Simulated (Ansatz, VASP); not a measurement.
**C in VASP and in Ansatz**

```
C
1.0
     0.00000    1.74964    1.74964
     1.74964    0.00000    1.74964
     1.74964    1.74964    0.00000
C
2
Direct
  0.00000 0.00000 0.00000
  0.25000 0.25000 0.25000
```

Change from the starting cell: volume scaled by 0.9405, crystal datasets.

Alike in both runs: task electric field gradients; functional PBE; k mesh 13 × 13 × 13; occupations fermi-dirac, width 0.05 eV; no spin polarisation.

```csv
,VASP,Ansatz
version,VASP 6.6.1,Ansatz 0.2.0
potentials or method,"VASP PAW PBE potentials, release 64 (C), cutoff 520 eV","all-electron PAW with datasets made for the crystal, scalar-relativistic"
```

```tsv
	VASP	Ansatz	Ansatz less VASP
gap on the k mesh at the Fermi level (eV)	4.27	4.28	+0.009
pressure (GPa)	30.7	29.8	-0.91
```

Both programs put the cell under a high pressure, so it lies far from rest at this level. Ansatz ran all-electron here, and VASP with PAW potentials.
